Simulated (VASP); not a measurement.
The system is BaTiO3 (a cell with a defect).

```
CELL_PARAMETERS angstrom
7.94042 0.00000 0.00000
0.00000 7.94042 0.00000
0.00000 0.00000 7.94042
ATOMIC_POSITIONS crystal
Ti 0.92654 0.07267 0.01142
Ti 0.25960 0.23164 0.76075
Ti 0.25434 0.73267 0.25058
Ti 0.25545 0.74692 0.76661
Ti 0.75331 0.26991 0.27136
Ti 0.74569 0.26383 0.75956
Ti 0.77134 0.75971 0.25735
Ti 0.75947 0.75284 0.77188
Ba 0.99806 0.99192 0.53452
Ba 0.01400 0.50775 0.99867
Ba 0.00909 0.51207 0.51005
Ba 0.50378 0.99525 0.99753
Ba 0.51977 0.98890 0.51512
Ba 0.50694 0.50362 0.00874
Ba 0.49943 0.50818 0.50612
Ba 0.24472 0.17504 0.25917
O 0.28417 0.28601 0.97974
O 0.19728 0.25946 0.54095
O 0.26902 0.72865 0.99475
O 0.25410 0.78579 0.48277
O 0.71927 0.25132 0.99113
O 0.78697 0.24471 0.50468
O 0.75779 0.73805 0.00185
O 0.75135 0.76191 0.49719
O 0.96841 0.24779 0.17271
O 0.99423 0.21454 0.81419
O 0.99965 0.73284 0.26357
O 0.00598 0.74902 0.74986
O 0.53387 0.23408 0.27044
O 0.51036 0.24978 0.72303
O 0.49281 0.77896 0.24670
O 0.51484 0.74819 0.75188
O 0.10325 0.97011 0.07580
O 0.27419 0.99780 0.75099
O 0.26127 0.51359 0.26597
O 0.25730 0.51774 0.73494
O 0.77725 0.99579 0.21571
O 0.76094 0.99499 0.78112
O 0.74774 0.50426 0.25989
O 0.76203 0.49685 0.74777
```

Base run:

* Program: VASP 6.6.1
* Functional: PBEsol
* Potentials or basis: VASP PAW PBE potentials, release 64 (Ti_sv, Ba_sv, O)
* Cutoff: 520 eV
* k mesh: 1 × 1 × 1, shifted
* Occupations: fermi-dirac, width 0.05 eV
* Spin: no spin polarisation

Its results: band gap on the k mesh 2.53 eV; pressure 11.5 GPa; largest force 0.284 eV/Å.

Question: The run is repeated on the same cell with these changes: functional from PBEsol to r2SCAN. What comes out?

Answer: Band gap on the k mesh 2.92 eV; pressure 15.5 GPa; largest force 0.399 eV/Å.

Caveats: the PAW data sets were made with another functional, which shifts forces and pressure a little; spin-orbit coupling is left out, which moves the levels of the heavy elements.

A k mesh can miss the band edges.
